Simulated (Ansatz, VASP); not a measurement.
# Two plane-wave programs on Te2Mo

INCAR

```
PREC = Accurate
ENCUT = 520
EDIFF = 1E-7
ISMEAR = 0
SIGMA = 0.05
LREAL = False
LASPH = True
NELM = 60
ALGO = Normal
ISIF = 2
LWAVE = False
LCHARG = False
GGA = PE
NBANDS = 35
```

KPOINTS

```
regular mesh
0
Gamma
  12 12 2
```

The input POSCAR:

```
Te2Mo
1.0
    3.3792131114      0.0000000000      0.0000000000
   -1.6896065557      2.9264843993      0.0000000000
    0.0000000000      0.0000000000     14.8246006916
Te Mo
4 2
Direct
    0.3333333333      0.6666666667      0.6310943552
    0.6666666667      0.3333333333      0.1310943552
    0.3333333333      0.6666666667      0.8689056448
    0.6666666667      0.3333333333      0.3689056448
    0.3333333333      0.6666666667      0.2500000000
    0.6666666667      0.3333333333      0.7500000000
```

Input for Ansatz:

```yaml
crystal:
  lattice:
    - [3.3792131114, 0.0, 0.0]
    - [-1.6896065557, 2.9264843993, 0.0]
    - [0.0, 0.0, 14.8246006916]
  atoms:
    - { symbol: Te, position: [0.3333333333, 0.6666666667, 0.6310943552] }
    - { symbol: Te, position: [0.6666666667, 0.3333333333, 0.1310943552] }
    - { symbol: Te, position: [0.3333333333, 0.6666666667, 0.8689056448] }
    - { symbol: Te, position: [0.6666666667, 0.3333333333, 0.3689056448] }
    - { symbol: Mo, position: [0.3333333333, 0.6666666667, 0.25] }
    - { symbol: Mo, position: [0.6666666667, 0.3333333333, 0.75] }
basis:
  ecutwfc: 420
kpoints:
  mp_grid: { grid: [12, 12, 2] }
hamiltonian:
  xc: pbe
scf:
  occupations: { method: gaussian, width: 0.05 }
output:
  forces: true
  stress: true
  eigenvalues: true
```

Change from the starting cell: strain -0.050 along x and y, -0.025 along z, atoms carried along.

Alike in both runs: task single point; functional PBE; k mesh 12 × 12 × 2; occupations gaussian, width 0.05 eV; no spin polarisation.

|  | VASP | Ansatz |
| --- | --- | --- |
| version | VASP 6.6.1 | Ansatz 0.2.0 |
| potentials or method | VASP PAW PBE potentials, release 64 (Te, Mo_sv), cutoff 520 eV | scalar-relativistic, plane waves, PAW |
| valence electrons in the cell | 52 | 92 |

Ansatz gave:

* gap on the k mesh at the Fermi level (eV): 1.03
* least direct gap on the mesh (eV): 1.35
* pressure (GPa): 14.2
* traceless stress, the component that is largest in VASP (GPa): 0.04
* rms of the force components (eV/Å): 0.848

**Question.** Estimate VASP's values.

**Answer.** gap on the k mesh at the Fermi level (eV): 1.03; least direct gap on the mesh (eV): 1.35; pressure (GPa): 14.3; traceless stress, the component that is largest in VASP (GPa): 0.12; rms of the force components (eV/Å): 0.856.

Atom by atom the forces differ by 0.008 eV/Å (rms over components). VASP's potentials hold 52 valence electrons a cell and Ansatz's 92, so a difference there can come from the potentials and not from the codes.

Spin-orbit coupling is off throughout.
